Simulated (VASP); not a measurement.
Here is a VASP 6.6.1 calculation.

Contents of INCAR:

```
SYSTEM = LiCl
ALGO = Normal
EDIFF = 1E-6
ENCUT = 750
GGA = PE
GGA_COMPAT = .False.
ISIF = 2
ISMEAR = 0
LASPH = .True.
LCHARG = .False.
LREAL = .False.
LWAVE = .False.
NBANDS = 12
NELM = 120
PREC = Accurate
SIGMA = 0.013000000000000001
```

Contents of KPOINTS:

```
k-points
0
Gamma
  9 9 9
  0 0 0
```

Contents of POSCAR:

```
LiCl
1.0
    0.0000000000      2.5647700000      2.5647700000
    2.5647700000      0.0000000000      2.5647700000
    2.5647700000      2.5647700000      0.0000000000
Cl Li
1 1
Direct
    0.5000000000      0.5000000000      0.5000000000
    0.0000000000      0.0000000000      0.0000000000
```

Potentials or basis: VASP PAW PBE potentials, release 64 (Cl, Li_sv).

The run is started by

```console
$ cat potpaw_PBE.64/Cl/POTCAR potpaw_PBE.64/Li_sv/POTCAR > POTCAR
$ mpirun -np 1 vasp_std > vasp.out
```

Q: Estimate the band gap on the k mesh.

A: 6.33 eV.

Q: Predict the pressure.

A: 0.3 GPa.

Caveat: an odd mesh through Γ misses points on the zone boundary, where band edges can lie.
